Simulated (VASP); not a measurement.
# In3As (Pm-3m) in VASP: a series of runs

The runs below take In3As through single point, with PBEsol.

All numbers are computed with VASP 6.6.1; they aren't measurements. Logs are shortened: lines on timing, memory, paths and dates and some standing lists are left out, and cuts for length are marked.

### 1 The cell of the first run

It takes space group Pm-3m (No. 221, cubic). The conventional cell has a = 4.603 Å, b = 4.603 Å, c = 4.603 Å, α = 90.00°, β = 90.00°, γ = 90.00°. Within 4.3 Å of In (site symmetry 4/mmm) lie 8 In at 3.25 Å and 4 As at 3.25 Å. As (site symmetry m-3m) has 12 In at 3.25 Å within 4.3 Å.

### 2 Single point, PBEsol (strained)

File INCAR:

```
PREC = Accurate ; ENCUT = 520
EDIFF = 1E-6 ; ISMEAR = 0
SIGMA = 0.1 ; LREAL = F
LASPH = T ; NELM = 80
ALGO = Fast ; ISIF = 2
LWAVE = F ; LCHARG = F
GGA = PS ; NBANDS = 30
```

File KPOINTS:

```
Automatic mesh
0
Gamma
  10 10 10
```

File POSCAR:

```
In3As
1.0
    4.6031474397      0.0000000000      0.0000000000
    0.0000000000      4.6031474397      0.0000000000
    0.0000000000      0.0000000000      4.6031474397
In As
3 1
Direct
    0.0000000000      0.5000000000      0.5000000000
    0.5000000000      0.0000000000      0.5000000000
    0.5000000000      0.5000000000      0.0000000000
    0.0000000000      0.0000000000      0.0000000000
```

Potentials or basis: VASP PAW PBE potentials, release 64 (In_d, As).

Run with:

```console
$ cat potpaw_PBE.64/In_d/POTCAR potpaw_PBE.64/As/POTCAR > POTCAR
$ mpirun -np 1 vasp_std > vasp.out
```

OUTCAR:

```text
PREC = Accurate
   ENCUT = 520
   EDIFF = 1E-6
   ISMEAR = 0
   LREAL = F
   LASPH = T
   NELM = 80
   ISIF = 2
   GGA = PS

 ion  position               nearest neighbor table
   1  0.000  0.500  0.500-   2 3.25   3 3.25   4 3.25   3 3.25   4 3.25   2 3.25   4 3.25   4 3.25
                             2 3.25   3 3.25   3 3.25   2 3.25
   2  0.500  0.000  0.500-   1 3.25   3 3.25   4 3.25   3 3.25   4 3.25   1 3.25   3 3.25   3 3.25
                             1 3.25   4 3.25   4 3.25   1 3.25
   3  0.500  0.500  0.000-   1 3.25   2 3.25   4 3.25   1 3.25   2 3.25   2 3.25   4 3.25   2 3.25
                             1 3.25   4 3.25   1 3.25   4 3.25
   4  0.000  0.000  0.000-   1 3.25   2 3.25   3 3.25   1 3.25   2 3.25   1 3.25   3 3.25   1 3.25
                             2 3.25   3 3.25   2 3.25   3 3.25

  LATTYP: Found a simple cubic cell.
 ALAT       =     4.6031474397

  Lattice vectors:

 A1 = (   4.6031474397,   0.0000000000,   0.0000000000)
 A2 = (   0.0000000000,   4.6031474397,   0.0000000000)
 A3 = (   0.0000000000,   0.0000000000,   4.6031474397)

Analysis of symmetry for initial positions (statically):
=====================================================================
 Subroutine PRICEL returns:
 Original cell was already a primitive cell.

 Routine SETGRP: Setting up the symmetry group for a
 simple cubic supercell.

 Subroutine GETGRP returns: Found 48 space group operations
 (whereof 48 operations were pure point group operations)
 out of a pool of 48 trial point group operations.

The static configuration has the point symmetry O_h .

Analysis of symmetry for dynamics (positions and initial velocities):
=====================================================================
 Subroutine PRICEL returns:
 Original cell was already a primitive cell.

 Routine SETGRP: Setting up the symmetry group for a
 simple cubic supercell.

 Subroutine GETGRP returns: Found 48 space group operations
 (whereof 48 operations were pure point group operations)
 out of a pool of 48 trial point group operations.

The dynamic configuration has the point symmetry O_h .

 Subroutine INISYM returns: Found 48 space group operations
 (whereof 48 operations are pure point group operations),
 and found     1 'primitive' translations

----------------------------------------------------------------------------------------

                                     Primitive cell

  volume of cell :      97.5359

  direct lattice vectors                    reciprocal lattice vectors
     4.603147440  0.000000000  0.000000000     0.217242661  0.000000000  0.000000000
     0.000000000  4.603147440  0.000000000     0.000000000  0.217242661  0.000000000
     0.000000000  0.000000000  4.603147440     0.000000000  0.000000000  0.217242661

  length of vectors
     4.603147440  4.603147440  4.603147440     0.217242661  0.217242661  0.217242661

  position of ions in fractional coordinates (direct lattice)
     0.000000000  0.500000000  0.500000000
     0.500000000  0.000000000  0.500000000
     0.500000000  0.500000000  0.000000000
     0.000000000  0.000000000  0.000000000

  ion indices of the primitive-cell ions
   primitive index   ion index
                 1           1
                 2           2
                 3           3
                 4           4

----------------------------------------------------------------------------------------

 KPOINTS: Automatic mesh

Automatic generation of k-mesh.
 Grid dimensions read from file:
 generate k-points for:   10   10   10

 Generating k-lattice:

  Cartesian coordinates                     Fractional coordinates (reciprocal lattice)
     0.021724266  0.000000000  0.000000000     0.100000000  0.000000000  0.000000000
     0.000000000  0.021724266  0.000000000     0.000000000  0.100000000  0.000000000
     0.000000000  0.000000000  0.021724266     0.000000000  0.000000000  0.100000000

  Length of vectors
     0.021724266  0.021724266  0.021724266

  Shift w.r.t. Gamma in fractional coordinates (k-lattice)
     0.000000000  0.000000000  0.000000000

 Subroutine IBZKPT returns following result:
 ===========================================

 Found     56 irreducible k-points:

 Following reciprocal coordinates:
            Coordinates               Weight
  0.000000  0.000000  0.000000      1.000000
  0.100000  0.000000  0.000000      6.000000
  0.200000  0.000000  0.000000      6.000000
  0.300000  0.000000  0.000000      6.000000
  0.400000  0.000000  0.000000      6.000000
  0.500000  0.000000  0.000000      3.000000
[... 16 lines left out ...]
  0.200000  0.100000  0.100000     24.000000
  0.300000  0.100000  0.100000     24.000000
 [... further k-points ...]
   k-points           NKPTS =     56   k-points in BZ     NKDIM =     56   number of bands    NBANDS=     30
   number of dos      NEDOS =    301   number of ions     NIONS =      4
   total plane-waves  NPLWV =  46656
   dimension x,y,z NGX =    36 NGY =   36 NGZ =   36
   dimension x,y,z NGXF=    72 NGYF=   72 NGZF=   72
   ions per type =               3   1
   NGX,Y,Z   is equivalent  to a cutoff of  13.00, 13.00, 13.00 a.u.
   NGXF,Y,Z  is equivalent  to a cutoff of  26.00, 26.00, 26.00 a.u.
 SYSTEM =  unknown system
   PREC   = accura    normal or accurate (medium, high low for compatibility)
   ISTART =      0    job   : 0-new  1-cont  2-samecut
   ICHARG =      2    charge: 1-file 2-atom 10-const
   ISPIN  =      1    spin polarized calculation?
   LNONCOLLINEAR =      F non collinear calculations
   LSORBIT =      F    spin-orbit coupling
   LASPH  =      T    aspherical Exc in radial PAW
   ENCUT  =  520.0 eV  38.22 Ry    6.18 a.u.   8.56  8.56  8.56*2*pi/ulx,y,z
   NELM   =     80;   NELMIN=  2; NELMDL= -5     # of ELM steps
   EDIFF  = 0.1E-05   stopping-criterion for ELM
   LREAL  =      F    real-space projection
   EDIFFG = 0.1E-04   stopping-criterion for IOM
   NSW    =      0    number of steps for IOM
   IBRION =     -1    ionic relax: 0-MD 1-quasi-New 2-CG
   NFREE  =      0    steps in history (QN), initial steepest desc. (CG)
   ISIF   =      2    stress and relaxation
   ISYM   =      2    0-nonsym 1-usesym 2-fastsym
   POTIM  = 0.5000    time-step for ionic-motion
   TEBEG  =    0.0;   TEEND  =   0.0 temperature during run
   PSTRESS=    0.0 pullay stress
   NELECT =      44.0000    total number of electrons
   NUPDOWN=      -1.0000    fix difference up-down
   EMIN   =  10.00;   EMAX   =-10.00  energy-range for DOS
   EFERMI =   0.00;   METHOD = LEGACY
   ISMEAR =     0;   SIGMA  =   0.10  broadening in eV -4-tet -1-fermi 0-gaus
   EFERMI_NEDOS =   21; number of points for ismear=-14 and -15
   IALGO  =     68    algorithm
   IMIX   =      4    mixing-type and parameters
     AMIX     =   0.40;   BMIX     =  1.00
     AMIX_MAG =   1.60;   BMIX_MAG =  1.00
  volume/ion in A,a.u.               =      24.38       164.55
  Fermi-wavevector in a.u.,A,eV,Ry     =   1.255560  2.372665 21.448648  1.576431
  Thomas-Fermi vector in A             =   2.389311
   LORBIT       =      0    0 simple, 1 ext, 2 COOP (PROOUT), +10 PAW based schemes
   GGA     = PS    functional components
   LHFCALC =     F    Hartree Fock is set to
   AEXX    =    0.0000 exact exchange contribution
   IVDW    =     0    specifies the selected vdW correction
   LEPSILON=     F    determine dielectric tensor
   LRPA    =     F    only Hartree local field effects (RPA)
 non-spin polarized calculation
 RMM-DIIS sequential band-by-band and
 Gauss-broadening in eV      SIGMA  =   0.10
  energy-cutoff  :      520.00
  volume of cell :       97.54
 maximum number of plane-waves:      2666
 NGX is ok and might be reduce to    36
   NGX = 17   NGY = 17   NGZ = 17

 number of electron      43.9999962 magnetization

 Free energy of the ion-electron system (eV)
  ---------------------------------------------------
  ext. energy  EPLUGINS =         0.00000000
  ---------------------------------------------------
  free energy    TOTEN  =       -13.75030885 eV

  energy without entropy =      -13.73655231  energy(sigma->0) =      -13.74343058

 E-fermi :   6.9725     XC(G=0): -10.4976

 val. band max:        6.9644905236   @ k =   0.5000   0.0000   0.0000
 cond. band min:       6.9849659507   @ k =   0.5000   0.3000   0.0000
 fundamental gap:      0.0204754271
 Fermi energy:         6.9725472593

 k-point     1 :       0.0000    0.0000    0.0000
  band No.  band energies     occupation
      1      -7.7038      2.00000
      2      -7.6824      2.00000
      3      -7.6824      2.00000
      4      -7.6824      2.00000
      5      -7.4962      2.00000
      6      -7.4962      2.00000
[... 22 lines left out ...]
     29      13.1034      0.00000
     30      14.3461      0.00000

 k-point     2 :       0.1000    0.0000    0.0000
  band No.  band energies     occupation
      1      -7.6923      2.00000
      2      -7.6800      2.00000
      3      -7.6700      2.00000
      4      -7.6700      2.00000
      5      -7.4944      2.00000
      6      -7.4874      2.00000
[... 22 lines left out ...]
     29      13.4192      0.00000
     30      14.3843      0.00000

 k-point     3 :       0.2000    0.0000    0.0000
  band No.  band energies     occupation
      1      -7.6737      2.00000
      2      -7.6598      2.00000
      3      -7.6337      2.00000
      4      -7.6337      2.00000
      5      -7.4894      2.00000
      6      -7.4625      2.00000
[... 22 lines left out ...]
     29      14.0177      0.00000
     30      14.5069      0.00000

 k-point     4 :       0.3000    0.0000    0.0000
  band No.  band energies     occupation
      1      -7.6655      2.00000
      2      -7.6127      2.00000
      3      -7.5764      2.00000
      4      -7.5764      2.00000
      5      -7.4821      2.00000
      6      -7.4259      2.00000
[... 616 lines left out ...]
     29      13.6706      0.00000
     30      14.5878      0.00000

 k-point    23 :       0.2000    0.1000    0.1000
  band No.  band energies     occupation
      1      -7.6624      2.00000
      2      -7.6399      2.00000
      3      -7.6211      2.00000
      4      -7.6149      2.00000
      5      -7.4747      2.00000
      6      -7.4537      2.00000
[... 22 lines left out ...]
     29      13.6174      0.00000
     30      14.1980      0.00000

 k-point    24 :       0.3000    0.1000    0.1000
  band No.  band energies     occupation
      1      -7.6480      2.00000
      2      -7.6048      2.00000
      3      -7.5710      2.00000
      4      -7.5591      2.00000
      5      -7.4681      2.00000
      6      -7.4162      2.00000
[... 22 lines left out ...]
     29      12.6506      0.00000
     30      14.7041      0.00000

 [... further k-points ...]

------------------------ aborting loop because EDIFF is reached ----------------------------------------

  FORCE on cell =-STRESS in cart. coord.  units (eV):
  Direction    XX          YY          ZZ          XY          YZ          ZX
  --------------------------------------------------------------------------------------
  -------------------------------------------------------------------------------------
  Total       -0.5262827     -0.5262827     -0.5262827      0.0000000      0.0000000     -0.0000000
  in kB       -8.6450010     -8.6450010     -8.6450010      0.0000000      0.0000000     -0.0000000
  external PRESSURE =      -8.6450010 kB  Pullay stress =       0.0000000 kB

 VOLUME and BASIS-vectors are now :
 -----------------------------------------------------------------------------
  energy-cutoff  :      520.00
  volume of cell :       97.54
      direct lattice vectors                 reciprocal lattice vectors
     4.603147440  0.000000000  0.000000000     0.217242661  0.000000000  0.000000000
     0.000000000  4.603147440  0.000000000     0.000000000  0.217242661  0.000000000
     0.000000000  0.000000000  4.603147440     0.000000000  0.000000000  0.217242661

 POSITION                                       TOTAL-FORCE (eV/Angst)
 -----------------------------------------------------------------------------------
      0.00000      2.30157      2.30157         0.000000      0.000000      0.000000
      2.30157      0.00000      2.30157         0.000000      0.000000      0.000000
      2.30157      2.30157      0.00000         0.000000      0.000000      0.000000
      0.00000      0.00000      0.00000         0.000000      0.000000      0.000000
 -----------------------------------------------------------------------------------
    total drift:                                0.000000      0.000000      0.000000

  FREE ENERGIE OF THE ION-ELECTRON SYSTEM (eV)
  ---------------------------------------------------
  free  energy   TOTEN  =       -13.7503088463 eV

  energy  without entropy=      -13.7365523102  energy(sigma->0) =      -13.74343058
```

Run time: 1.7 min. Hardware: 1 thread of Intel Xeon Platinum 8488C (Sapphire Rapids), shared host; peak memory 0.29 GiB.

What came out:

```
Free energy            : -13.7503 eV
Pressure               : -0.9 GPa
Band gap on the k mesh : zero (bands 22 and 23 overlap by 4.10 eV)
```

Caveat: the cell differs from its parent crystal (strained); the PAW data sets were made with another functional, which shifts forces and pressure a little; spin-orbit coupling is left out, which moves the levels of the heavy elements.

### 3 Single point, PBEsol (strained)

File INCAR:

```
  PREC = Accurate
  ENCUT = 520
  EDIFF = 1E-6
  ISMEAR = 0
  SIGMA = 0.1
  LREAL = F
  LASPH = T
  NELM = 80
  ALGO = Fast
  ISIF = 2
  LWAVE = F
  LCHARG = T
  GGA = PS
  LELF = T
  LVHAR = T
  NBANDS = 30
```

KPOINTS is that of step 2.

File POSCAR:

```
In3As
1.0
    4.7081201118      0.0000000000      0.0000000000
    0.0000000000      4.7081201118      0.0000000000
    0.0000000000      0.0000000000      4.7081201118
In As
3 1
Direct
    0.0000000000      0.5000000000      0.5000000000
    0.5000000000      0.0000000000      0.5000000000
    0.5000000000      0.5000000000      0.0000000000
    0.0000000000      0.0000000000      0.0000000000
```

Potentials or basis: VASP PAW PBE potentials, release 64 (In_d, As).

Run with:

```console
$ cat potpaw_PBE.64/In_d/POTCAR potpaw_PBE.64/As/POTCAR > POTCAR
$ mpirun -np 1 vasp_std > vasp.out
```

It took 1.7 min on 1 thread of Intel Xeon Platinum 8488C (Sapphire Rapids), shared host; peak memory 0.3 GiB.

Results (log left out):

```yaml
Free_energy: -13.6576 eV
Pressure: -3.5 GPa
Band_gap_on_the_k_mesh: zero (bands 22 and 23 overlap by 3.69 eV)
```

Levels at points of the mesh, in eV from the Fermi level:
```
           k point  band 19  band 20  band 21  band 22  band 23  band 24  band 25  band 26
(0.00, 0.00, 0.00)    -2.74    -2.74    -1.92    -1.92     2.09     2.09     2.09     4.51
(0.50, 0.00, 0.00)    -1.49    -1.49    -1.27     0.02     0.02     0.07     1.51     4.59
(0.50, 0.50, 0.00)    -5.71    -0.69    -0.36     0.43     0.43     1.72     1.97     1.97
(0.50, 0.50, 0.50)    -4.18    -3.81    -3.81    -3.81    -3.24     4.63     4.63     4.63
```

Caveat: the cell differs from its parent crystal (strained); the cell stands under tension; the PAW data sets were made with another functional, which shifts forces and pressure a little; spin-orbit coupling is left out, which moves the levels of the heavy elements.
